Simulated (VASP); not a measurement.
Wanted: the native input for a VASP 6.6.1 run.

```yaml
Task: single point
Functional: PBE
Potentials_or_basis: VASP PAW PBE potentials, release 64 (Yb)
Cutoff: 520 eV
k_mesh: 10 × 10 × 10
Occupations: fermi-dirac, width 0.1 eV
Spin: collinear spin, zero start
Starting_moments: "[0.0] μB"
Fixed_moment: 0 μB
Hubbard_terms: Yb f U = 5.2 eV
Dipole_correction: no
Further_INCAR_settings: ALGO = Normal; EDIFF = 1e-06; NBANDS = 22
```

The structure of Yb lies in POSCAR:

```
Yb
1.0
    0.0000000000      2.7431000000      2.7431000000
    2.7431000000      0.0000000000      2.7431000000
    2.7431000000      2.7431000000      0.0000000000
Yb
1
Direct
    0.0000000000      0.0000000000      0.0000000000
```

One way to write it, as run:

INCAR

```
SYSTEM = Yb
ALGO = Normal
EDIFF = 1E-6
ENCUT = 520
GGA = PE
ISIF = 2
ISMEAR = -1
ISPIN = 2
LASPH = .True.
LCHARG = .False.
LDAU = .True.
LDAUJ = 0
LDAUL = 3
LDAUPRINT = 1
LDAUTYPE = 2
LDAUU = 5.2
LMAXMIX = 6
LORBIT = 11
LREAL = .False.
LWAVE = .False.
MAGMOM = 0
NBANDS = 22
NELM = 150
NUPDOWN = 0.0
PREC = Accurate
SIGMA = 0.1
```

KPOINTS

```
k-points
0
Gamma
  10 10 10
  0 0 0
```

Potentials or basis: VASP PAW PBE potentials, release 64 (Yb).

The run is started by

```bash
$ cat potpaw_PBE.64/Yb/POTCAR > POTCAR
$ mpirun -np 1 vasp_std > vasp.out
```

It gave:

| Item | Value |
| --- | --- |
| Pressure | -8.9 GPa |
| Net moment | 0.00 μB per cell |
| Valence electrons inside the program's atomic spheres | Yb 22.19 |

Caveat: the cell stands under tension; the total moment is fixed, so each spin has its own Fermi level.

It took 4.1 min on 1 thread of Intel Xeon 8259CL (shared host), peak memory 0.24 GiB.
